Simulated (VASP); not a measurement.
# Nb: single point with PBE

Nb:

```
Nb
1.0
     0.00000    2.11500    2.11500
     2.11500    0.00000    2.11500
     2.11500    2.11500    0.00000
Nb
1
Direct
  0.00000 0.00000 0.00000
```

```
Program             : VASP 6.6.1
Task                : single point
Functional          : PBE
Potentials or basis : VASP PAW PBE potentials, release 64 (Nb_sv)
Cutoff              : 520 eV
k mesh              : 11 × 11 × 11
Occupations         : fermi-dirac, width 0.05 eV
Spin                : no spin polarisation
```

* Pressure: -2.1 GPa

Levels at points of the mesh, in eV from the Fermi level:
| k point | band 2 | band 3 | band 4 | band 5 | band 6 | band 7 | band 8 | band 9 | band 10 | band 11 |
| --- | --- | --- | --- | --- | --- | --- | --- | --- | --- | --- |
| (0.00, 0.00, 0.00) | -30.22 | -30.22 | -30.22 | -6.23 | 0.09 | 0.09 | 0.09 | 2.65 | 2.65 | 11.78 |

It took 6.4 s on 1 thread of Intel Xeon 6975P-C, with other jobs on the host, peak memory 0.14 GiB.
